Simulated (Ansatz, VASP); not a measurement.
**GaAs: VASP beside Ansatz**

```
Ga As
1.0
     0.00000    2.91808    2.91808
     2.91808    0.00000    2.91808
     2.91808    2.91808    0.00000
Ga As
1 1
Direct
  0.00000 0.00000 0.00000
  0.25000 0.25000 0.25000
```

Change from the starting cell: hydrostatic strain +3.0%.

Alike in both runs: task single point; functional r2SCAN; k mesh 8 × 8 × 8; occupations fermi-dirac, width 0.02 eV; non-collinear spin, spin-orbit coupling.

```csv
,VASP,Ansatz
version,VASP 6.6.1,Ansatz 0.2.0
potentials or method,"VASP PAW PBE potentials, release 64 (Ga_d, As)","plane waves, PAW"
plane-wave cutoff (eV),520,500
valence electrons in the cell,18,28
```

```csv
,VASP,Ansatz,Ansatz less VASP
pressure (GPa),-5.2,-5.2,-0.05
net moment per atom (μB),0.00,0.00,0.000
```

VASP's potentials were made for PBE, not for r2SCAN. With one functional, cell and mesh, what is left measures potentials, basis and numerics. VASP's potentials hold 18 valence electrons a cell and Ansatz's 28, so a difference there can come from the potentials and not from the codes.
